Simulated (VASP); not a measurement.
A run of VASP 6.6.1 is set up as follows.

Contents of INCAR:

```
SYSTEM = MgO
ALGO = Normal
EDIFF = 1E-6
ENCUT = 840
GGA = PE
GGA_COMPAT = .FALSE.
ISIF = 2
ISMEAR = -1
LASPH = .TRUE.
LCHARG = .FALSE.
LREAL = .FALSE.
LWAVE = .FALSE.
NBANDS = 15
NELM = 120
PREC = Accurate
SIGMA = 0.05
```

KPOINTS

```
k-points
0
G
  8 8 8
  0 0 0
```

POSCAR

```
MgO
1.0
    0.0000000000      2.1015000000      2.1015000000
    2.1015000000      0.0000000000      2.1015000000
    2.1015000000      2.1015000000      0.0000000000
Mg O
1 1
Direct
    0.0000000000      0.0000000000      0.0000000000
    0.5000000000      0.5000000000      0.5000000000
```

Potentials or basis: VASP PAW PBE potentials, release 64 (Mg_sv, O).

Command:

```bash
$ cat potpaw_PBE.64/Mg_sv/POTCAR potpaw_PBE.64/O/POTCAR > POTCAR
$ mpirun -np 1 vasp_std > vasp.out
```

(1) What does it give for the band gap on the k mesh?

(2) What does it give for the pressure?

## Answers

(1) 4.80 eV.

(2) 5.9 GPa.

Caveat: the cell stands under pressure.
